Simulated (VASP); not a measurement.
# B (Fd-3m) in VASP: single point with r2SCAN

Aim: the single point of B with r2SCAN.

Program: VASP 6.6.1. These are calculated values, not measurements. Logs are shortened: lines on timing, memory, paths and dates and some standing lists are left out, and cuts for length are marked.

## Step 1: The cell of the first run

The structure is cubic, space group Fd-3m (No. 227). The conventional cell has a = 3.921 Å, b = 3.921 Å, c = 3.921 Å, α = 90.00°, β = 90.00°, γ = 90.00°. Within 2.3 Å of B (site symmetry -43m) lie 4 B at 1.70 Å.

## Step 2: Single point, r2SCAN

The input, POSCAR:

```
B
1.0
    0.0000000000      1.9604330000      1.9604330000
    1.9604330000      0.0000000000      1.9604330000
    1.9604330000      1.9604330000      0.0000000000
B
2
Direct
    0.0000000000      0.0000000000      0.0000000000
    0.2500000000      0.2500000000      0.2500000000
```

The input, INCAR.step1:

```
SYSTEM = B
PREC = Accurate
ENCUT = 520
ISMEAR = 1
SIGMA = 0.0203
LREAL = .FALSE.
LASPH = .TRUE.
NELM = 60
NBANDS = 10
GGA = PE
ALGO = Normal
EDIFF = 1E-4
LWAVE = .TRUE.
LCHARG = .FALSE.
```

The input, INCAR.step2:

```
SYSTEM = B
PREC = Accurate
ENCUT = 520
EDIFF = 1E-6
ISMEAR = 1
SIGMA = 0.0203
LREAL = .FALSE.
LASPH = .TRUE.
NELM = 60
ALGO = Normal
ISIF = 2
LWAVE = .FALSE.
LCHARG = .FALSE.
METAGGA = R2SCAN
LMIXTAU = .TRUE.
NBANDS = 10
ISTART = 1
```

The input, KPOINTS:

```
regular mesh
0
G
  11 11 11
  0 0 0
```

Potentials or basis: VASP PAW PBE potentials, release 64 (B).

Command:

```console
> cat potpaw_PBE.64/B/POTCAR > POTCAR
> cp INCAR.step1 INCAR
> mpirun -np 1 vasp_std > vasp.out
> cp INCAR.step2 INCAR
> mpirun -np 1 vasp_std > vasp.out
```

OUTCAR:

```text
SYSTEM = B
   PREC = Accurate
   ENCUT = 520
   EDIFF = 1E-6
   ISMEAR = 1
   LREAL = .FALSE.
   LASPH = .TRUE.
   NELM = 60
   ISIF = 2
   METAGGA = R2SCAN
   ISTART = 1

 ion  position               nearest neighbor table
   1  0.000  0.000  0.000-   2 1.70   2 1.70   2 1.70   2 1.70
   2  0.250  0.250  0.250-   1 1.70   1 1.70   1 1.70   1 1.70

  LATTYP: Found a face centered cubic cell.
 ALAT       =     3.9208660000

  Lattice vectors:

 A1 = (   0.0000000000,   1.9604330000,   1.9604330000)
 A2 = (   1.9604330000,   0.0000000000,   1.9604330000)
 A3 = (   1.9604330000,   1.9604330000,   0.0000000000)

Analysis of symmetry for initial positions (statically):
=====================================================================
 Subroutine PRICEL returns:
 Original cell was already a primitive cell.

 Routine SETGRP: Setting up the symmetry group for a
 face centered cubic supercell.

 Subroutine GETGRP returns: Found 48 space group operations
 (whereof 24 operations were pure point group operations)
 out of a pool of 48 trial point group operations.

The static configuration has the point symmetry T_d .
 The point group associated with its full space group is O_h .

Analysis of symmetry for dynamics (positions and initial velocities):
=====================================================================
 Subroutine PRICEL returns:
 Original cell was already a primitive cell.

 Routine SETGRP: Setting up the symmetry group for a
 face centered cubic supercell.

 Subroutine GETGRP returns: Found 48 space group operations
 (whereof 24 operations were pure point group operations)
 out of a pool of 48 trial point group operations.

The dynamic configuration has the point symmetry T_d .
 The point group associated with its full space group is O_h .

 Subroutine INISYM returns: Found 48 space group operations
 (whereof 24 operations are pure point group operations),
 and found     1 'primitive' translations

----------------------------------------------------------------------------------------

                                     Primitive cell

  volume of cell :      15.0691

  direct lattice vectors                    reciprocal lattice vectors
     0.000000000  1.960433000  1.960433000    -0.255045697  0.255045697  0.255045697
     1.960433000  0.000000000  1.960433000     0.255045697 -0.255045697  0.255045697
     1.960433000  1.960433000  0.000000000     0.255045697  0.255045697 -0.255045697

  length of vectors
     2.772470937  2.772470937  2.772470937     0.441752105  0.441752105  0.441752105

  position of ions in fractional coordinates (direct lattice)
     0.000000000  0.000000000  0.000000000
     0.250000000  0.250000000  0.250000000

  ion indices of the primitive-cell ions
   primitive index   ion index
                 1           1
                 2           2

----------------------------------------------------------------------------------------

 KPOINTS: regular mesh

Automatic generation of k-mesh.
 Grid dimensions read from file:
 generate k-points for:   11   11   11

 Generating k-lattice:

  Cartesian coordinates                     Fractional coordinates (reciprocal lattice)
    -0.023185972  0.023185972  0.023185972     0.090909091  0.000000000  0.000000000
     0.023185972 -0.023185972  0.023185972     0.000000000  0.090909091  0.000000000
     0.023185972  0.023185972 -0.023185972     0.000000000  0.000000000  0.090909091

  Length of vectors
     0.040159282  0.040159282  0.040159282

  Shift w.r.t. Gamma in fractional coordinates (k-lattice)
     0.000000000  0.000000000  0.000000000

 Subroutine IBZKPT returns following result:
 ===========================================

 Found     56 irreducible k-points:

 Following reciprocal coordinates:
            Coordinates               Weight
  0.000000  0.000000  0.000000      1.000000
  0.090909  0.000000  0.000000      8.000000
  0.181818  0.000000  0.000000      8.000000
  0.272727  0.000000  0.000000      8.000000
  0.363636  0.000000  0.000000      8.000000
  0.454545  0.000000  0.000000      8.000000
[... 16 lines left out ...]
 -0.272727  0.181818  0.000000     24.000000
 -0.181818  0.181818  0.000000     12.000000
 [... further k-points ...]
   k-points           NKPTS =     56   k-points in BZ     NKDIM =     56   number of bands    NBANDS=     10
   number of dos      NEDOS =    301   number of ions     NIONS =      2
   total plane-waves  NPLWV =  13824
   dimension x,y,z NGX =    24 NGY =   24 NGZ =   24
   dimension x,y,z NGXF=    48 NGYF=   48 NGZF=   48
   ions per type =               2
   NGX,Y,Z   is equivalent  to a cutoff of  14.39, 14.39, 14.39 a.u.
   NGXF,Y,Z  is equivalent  to a cutoff of  28.78, 28.78, 28.78 a.u.
 SYSTEM =  B
   PREC   = accura    normal or accurate (medium, high low for compatibility)
   ISTART =      1    job   : 0-new  1-cont  2-samecut
   ICHARG =      0    charge: 1-file 2-atom 10-const
   ISPIN  =      1    spin polarized calculation?
   LNONCOLLINEAR =      F non collinear calculations
   LSORBIT =      F    spin-orbit coupling
   LASPH  =      T    aspherical Exc in radial PAW
   ENCUT  =  520.0 eV  38.22 Ry    6.18 a.u.   5.15  5.15  5.15*2*pi/ulx,y,z
   NELM   =     60;   NELMIN=  2; NELMDL=  0     # of ELM steps
   EDIFF  = 0.1E-05   stopping-criterion for ELM
   LREAL  =      F    real-space projection
   EDIFFG = 0.1E-04   stopping-criterion for IOM
   NSW    =      0    number of steps for IOM
   IBRION =     -1    ionic relax: 0-MD 1-quasi-New 2-CG
   NFREE  =      0    steps in history (QN), initial steepest desc. (CG)
   ISIF   =      2    stress and relaxation
   ISYM   =      2    0-nonsym 1-usesym 2-fastsym
   POTIM  = 0.5000    time-step for ionic-motion
   TEBEG  =    0.0;   TEEND  =   0.0 temperature during run
   PSTRESS=    0.0 pullay stress
   NELECT =       6.0000    total number of electrons
   NUPDOWN=      -1.0000    fix difference up-down
   EMIN   =  10.00;   EMAX   =-10.00  energy-range for DOS
   EFERMI =   0.00;   METHOD = LEGACY
   ISMEAR =     1;   SIGMA  =   0.02  broadening in eV -4-tet -1-fermi 0-gaus
   EFERMI_NEDOS =   21; number of points for ismear=-14 and -15
   IALGO  =     38    algorithm
   IMIX   =      4    mixing-type and parameters
     AMIX     =   0.40;   BMIX     =  1.00
     AMIX_MAG =   1.60;   BMIX_MAG =  1.00
  volume/ion in A,a.u.               =       7.53        50.85
  Fermi-wavevector in a.u.,A,eV,Ry     =   1.204379  2.275947 19.735649  1.450529
  Thomas-Fermi vector in A             =   2.340106
   LORBIT       =      0    0 simple, 1 ext, 2 COOP (PROOUT), +10 PAW based schemes
   METAGGA = R2SCAN    functional components
   LHFCALC =     F    Hartree Fock is set to
   AEXX    =    0.0000 exact exchange contribution
   IVDW    =     0    specifies the selected vdW correction
   LEPSILON=     F    determine dielectric tensor
   LRPA    =     F    only Hartree local field effects (RPA)
 non-spin polarized calculation
 Methfessel and Paxton  Order N= 1 SIGMA  =   0.02
  energy-cutoff  :      520.00
  volume of cell :       15.07
 maximum number of plane-waves:       416
 NGX is ok and might be reduce to    24
   NGX = 11   NGY = 11   NGZ = 11

 number of electron       6.0000000 magnetization

 Free energy of the ion-electron system (eV)
  ---------------------------------------------------
  ext. energy  EPLUGINS =         0.00000000
  ---------------------------------------------------
  free energy    TOTEN  =       -12.58349423 eV

  energy without entropy =      -12.58333872  energy(sigma->0) =      -12.58344239

 E-fermi :   4.4921     XC(G=0): -12.3169

 val. band max:        4.4874097950   @ k =   0.4545   0.1818   0.0909
 cond. band min:       4.5076095463   @ k =  -0.4545   0.1818   0.0909
 fundamental gap:      0.0201997512
 Fermi energy:         4.4920758003

 k-point     1 :       0.0000    0.0000    0.0000
  band No.  band energies     occupation
      1      -9.9882      2.00000
      2       9.2130      0.00000
      3       9.2130      0.00000
      4       9.2130      0.00000
      5      13.6630      0.00000
      6      13.6630      0.00000
      7      13.6630      0.00000
      8      24.1558      0.00000
      9      26.1593      0.00000
     10      29.5587      0.00000

 k-point     2 :       0.0909    0.0000    0.0000
  band No.  band energies     occupation
      1      -9.7867      2.00000
      2       7.7847      0.00000
      3       8.8091      0.00000
      4       8.8091      0.00000
      5      14.1916      0.00000
      6      14.1916      0.00000
      7      14.6681      0.00000
      8      23.9930      0.00000
      9      26.4969      0.00000
     10      27.6565      0.00000

 k-point     3 :       0.1818    0.0000    0.0000
  band No.  band energies     occupation
      1      -9.1839      2.00000
      2       5.1271      0.00000
      3       8.0215      0.00000
      4       8.0215      0.00000
      5      15.1966      0.00000
      6      15.1966      0.00000
      7      16.1508      0.00000
      8      23.5824      0.00000
      9      26.3041      0.00000
     10      26.3041      0.00000

 k-point     4 :       0.2727    0.0000    0.0000
  band No.  band energies     occupation
      1      -8.1852      2.00000
      2       2.3054      2.00000
      3       7.2929      0.00000
      4       7.2929      0.00000
      5      15.8736      0.00000
      6      15.8736      0.00000
      7      17.2900      0.00000
      8      23.0791      0.00000
      9      26.4505      0.00000
     10      26.4505      0.00000
[... 222 lines left out ...]
 k-point    22 :      -0.3636    0.1818    0.0000
  band No.  band energies     occupation
      1      -5.0186      2.00000
      2      -1.3688      2.00000
      3       3.4959      2.00000
      4       5.8698      0.00000
      5      15.2756      0.00000
      6      17.8718      0.00000
      7      20.3628      0.00000
      8      23.4716      0.00000
      9      26.0729      0.00000
     10      26.9255      0.00000

 k-point    23 :      -0.2727    0.1818    0.0000
  band No.  band energies     occupation
      1      -6.6094      2.00000
      2       1.0505      2.00000
      3       3.4304      2.00000
      4       6.7048      0.00000
      5      16.0660      0.00000
      6      17.0906      0.00000
      7      19.5578      0.00000
      8      22.6679      0.00000
      9      24.7274      0.00000
     10      27.2237      0.00000

 k-point    24 :      -0.1818    0.1818    0.0000
  band No.  band energies     occupation
      1      -7.8545      2.00000
      2       3.4563      2.00000
      3       3.9053      2.00000
      4       7.6097      0.00000
      5      15.9983      0.00000
      6      16.7421      0.00000
      7      18.1964      0.00000
      8      22.1639      0.00000
      9      23.9798      0.00000
     10      27.7771      0.00000

 [... further k-points ...]
[... 5 lines left out ...]
  --------------------------------------------------------------------------------------
  -------------------------------------------------------------------------------------
  Total        1.9786045      1.9786045      1.9786045      0.0000000      0.0000000     -0.0000000
  in kB      210.3698882    210.3698882    210.3698882      0.0000000      0.0000000     -0.0000000
  external PRESSURE =     210.3698882 kB  Pullay stress =       0.0000000 kB

 VOLUME and BASIS-vectors are now :
 -----------------------------------------------------------------------------
  energy-cutoff  :      520.00
  volume of cell :       15.07
      direct lattice vectors                 reciprocal lattice vectors
     0.000000000  1.960433000  1.960433000    -0.255045697  0.255045697  0.255045697
     1.960433000  0.000000000  1.960433000     0.255045697 -0.255045697  0.255045697
     1.960433000  1.960433000  0.000000000     0.255045697  0.255045697 -0.255045697

 POSITION                                       TOTAL-FORCE (eV/Angst)
 -----------------------------------------------------------------------------------
      0.00000      0.00000      0.00000        -0.000000     -0.000000     -0.000000
      0.98022      0.98022      0.98022         0.000000      0.000000      0.000000
 -----------------------------------------------------------------------------------
    total drift:                               -0.000000      0.000000      0.000000

  FREE ENERGIE OF THE ION-ELECTRON SYSTEM (eV)
  ---------------------------------------------------
  free  energy   TOTEN  =       -12.5834942269 eV

  energy  without entropy=      -12.5833387158  energy(sigma->0) =      -12.58344239
```

It took 30 s on 1 thread of AMD EPYC 7R13 (Zen 3), shared host; peak memory 0.1 GiB.

Results:

* Free energy: -12.5835 eV
* Pressure: 21.0 GPa
* Band gap on the k mesh: zero (band 3 reaches 9.21 eV, above the bottom of band 4 at 1.66 eV)

Caveat: the PAW data sets were made with another functional, which shifts forces and pressure a little.
